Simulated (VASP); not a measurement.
A run of VASP 6.6.1:

INCAR

```
ALGO     = Normal         # electronic algorithm
EDIFF    = 1E-6           # SCF threshold, eV
ENCUT    = 520            # plane-wave cutoff, eV
GGA      = PE             # functional
ISIF     = 2              # what is computed and relaxed
ISMEAR   = 0              # smearing method
LASPH    = True           # aspherical terms in the spheres
LCHARG   = False          # write CHGCAR
LREAL    = False          # projectors in reciprocal space
LWAVE    = False          # write WAVECAR
NBANDS   = 20             # bands
NELM     = 60             # most SCF steps
PREC     = Accurate       # precision mode
SIGMA    = 0.1            # smearing width, eV
```

File KPOINTS:

```
k-points
0
Gamma
  12 12 14
```

File POSCAR:

```
FeCuH4
1.0
    2.4660630910     -2.4673691745      0.0000000000
    2.4660630910      2.4673691745      0.0000000000
    0.0000000000      0.0000000000      2.8588064797
Fe Cu H
1 1 4
Direct
    0.0000000000      0.0000000000      0.5000000000
    0.5000000000      0.5000000000      0.0000000000
    0.1639264990      0.8360735010      0.0000000000
    0.8360735010      0.1639264990      0.0000000000
    0.0000000000      0.5000000000      0.5000000000
    0.5000000000      0.0000000000      0.5000000000
```

Potentials or basis: VASP PAW PBE potentials, release 64 (Fe, Cu, H).

The run is started by

```bash
$ cat potpaw_PBE.64/Fe/POTCAR potpaw_PBE.64/Cu/POTCAR potpaw_PBE.64/H/POTCAR > POTCAR
$ mpirun -np 1 vasp_std > vasp.out
```

Hardware: 1 thread of Intel(R) Xeon(R) Platinum 8488C (Sapphire Rapids) (shared host).

How long does it take, and how much memory?

It took 2.5 min on 1 thread of Intel(R) Xeon(R) Platinum 8488C (Sapphire Rapids), with other jobs on the host, peak memory 0.36 GiB. Counts: scf iterations 15, k points 344.
